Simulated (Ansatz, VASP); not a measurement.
## Ge: VASP beside Ansatz

INCAR

```
SYSTEM = Ge
PREC = Accurate
ENCUT = 600
EDIFF = 1E-6
ISMEAR = 0
SIGMA = 0.1
LREAL = .FALSE.
LASPH = .TRUE.
NELM = 60
ALGO = Normal
ISIF = 3
LWAVE = .FALSE.
LCHARG = .FALSE.
GGA = PE
IBRION = 2
NSW = 90
EDIFFG = -0.04
```

KPOINTS

```
regular mesh
0
G
  6 6 6
  0 0 0
```

File POSCAR:

```
Ge
1.0
    1.9894910100     -4.5967486200      0.0000000000
    1.9894910100      4.5967486200      0.0000000000
    0.0000000000      0.0000000000      3.5250642200
Ge
3
Direct
    0.6780484600      0.3219515400      0.5000000000
    0.3219515400      0.6780484600      0.5000000000
    0.5000000000      0.5000000000      0.0000000000
```

Input for Ansatz:

```yaml
crystal:
  lattice:
    - [1.98949101, -4.59674862, 0.0]
    - [1.98949101, 4.59674862, 0.0]
    - [0.0, 0.0, 3.52506422]
  atoms:
    - { symbol: Ge, position: [0.67804846, 0.32195154, 0.5] }
    - { symbol: Ge, position: [0.32195154, 0.67804846, 0.5] }
    - { symbol: Ge, position: [0.5, 0.5, 0.0] }
basis:
  ecutwfc: 420
kpoints:
  mp_grid: { grid: [6, 6, 6] }
hamiltonian:
  xc: pbe
scf:
  occupations: { method: gaussian, width: 0.1 }
  lower_state_search: "off"
output:
  forces: true
  stress: true
  eigenvalues: true
relax:
  adjacent_minimum: "off"
  f_tol: 0.04
  max_steps: 70
  cell: { stress_tol: 0.4 }
```

Alike in both runs: task relaxation of cell and atoms; functional PBE; k mesh 6 × 6 × 6; occupations gaussian, width 0.1 eV; no spin polarisation.

|  | VASP | Ansatz |
| --- | --- | --- |
| version | VASP 6.6.1 | Ansatz 0.2.0 |
| potentials or method | VASP PAW PBE potentials, release 64 (Ge_d), cutoff 600 eV | scalar-relativistic, plane waves, PAW |
| valence electrons in the cell | 42 | 42 |

Ansatz gave:

| Property | Result |
| --- | --- |
| gap on the k mesh at the Fermi level, each at its own relaxed structure (eV) | none |
| relaxed volume (Å³/atom) | 25.05 |
| relaxed length of the cell vector where the two differ most in proportion (Å) | 5.278 |

**Question.** What did VASP give for the same quantities?

**Answer.** gap on the k mesh at the Fermi level, each at its own relaxed structure (eV): none; relaxed volume (Å³/atom): 25.04; relaxed length of the cell vector where the two differ most in proportion (Å): 5.284.

A gap of «none» marks a metal or a gap that the smearing closes.

Noted on VASP's run: the volume moved by over 15 % at a fixed basis, so the end points are rough.
